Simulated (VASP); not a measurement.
Here is a VASP 6.6.1 calculation.

INCAR

```
PREC = Accurate ; ENCUT = 520
EDIFF = 1E-7 ; ISMEAR = 0
SIGMA = 0.1 ; LREAL = F
LASPH = T ; NELM = 100
ALGO = Fast ; ISIF = 2
LWAVE = F ; LCHARG = T
GGA = PS ; LELF = T
LVHAR = T ; NBANDS = 12
```

Contents of KPOINTS:

```
regular mesh
0
Gamma
  12 12 12
```

Contents of POSCAR:

```
Hg
1.0
    2.3213289716     -2.1065358377      0.0046379560
    2.3262799486      2.1119420603      0.0136806495
   -0.3502946285      0.0062959900      3.1009603690
Hg
1
Direct
    0.5000000000      0.5000000000      0.5000000000
```

Potentials or basis: VASP PAW PBE potentials, release 64 (Hg).

The run is started by

```bash
$ cat potpaw_PBE.64/Hg/POTCAR > POTCAR
$ mpirun -np 1 vasp_std > vasp.out
```

Q: Estimate the pressure.

A: -3.4 GPa.

Q: What does it give for the band gap on the k mesh?

A: Zero (band 6 reaches 4.10 eV, above the bottom of band 7 at -0.33 eV).

Stress tensor (GPa, compression positive):
```
-3.59 -0.01  0.19
-0.01 -3.22 -0.01
 0.19 -0.01 -3.40
```

Caveat: the cell differs from its parent crystal (the cell strained at random); the PAW data sets were made with another functional, which shifts forces and pressure a little; spin-orbit coupling is left out, which moves the levels of the heavy elements.
